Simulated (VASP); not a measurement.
## GaP: single point with PBE

**What was measured.**

“Stacking defects in GaP nanowires: Electronic structure and optical properties”, 2018, arxiv:1810.01194 quotes, for a bulk crystal of GaP at 10 K: band gap 2.34 eV (indirect).

GaP:

```
CELL_PARAMETERS angstrom
0.00000 2.75254 2.75254
2.75254 0.00000 2.75254
2.75254 2.75254 0.00000
ATOMIC_POSITIONS crystal
Ga 0.00000 0.00000 0.00000
P 0.25000 0.25000 0.25000
```

```json
{
 "Program": "VASP 6.6.1",
 "Task": "single point",
 "Functional": "PBE",
 "Potentials or basis": "VASP PAW PBE potentials, release 64 (Ga_d, P)",
 "Cutoff": "520 eV",
 "k mesh": "8 × 8 × 8",
 "Occupations": "gaussian, width 0.02 eV",
 "Spin": "no spin polarisation"
}
```

The pressure is 0.0 GPa. The band gap on the k mesh is 1.58 eV, direct.

Levels at points of the mesh, in eV from the valence-band top:
| k point | band 7 | band 8 | band 9 | band 10 | band 11 | band 12 |
| --- | --- | --- | --- | --- | --- | --- |
| (0.00, 0.00, 0.00) | 0.00 | 0.00 | 0.00 | 1.58 | 3.90 | 3.90 |
| (0.50, 0.00, 0.00) | -6.46 | -1.07 | -1.07 | 1.58 | 4.73 | 4.73 |
| (0.50, 0.50, 0.00) | -6.61 | -2.58 | -2.58 | 1.72 | 1.85 | 10.37 |

It took 24 s on 1 thread of Intel Xeon 6975P-C (shared host), peak memory 0.17 GiB.

Measured gap of GaP: 2.34 eV (indirect; 10 K; quoted in “Stacking defects in GaP nanowires: Electronic structure and optical properties”, 2018, arxiv:1810.01194). This calculation gives 1.58 eV (-0.76 eV). Spin-orbit coupling on Ga is left out. The value is that of PBE on a finite k mesh, which can miss the band edges, without temperature or zero-point motion. Semilocal functionals fall short of measured gaps as a rule.
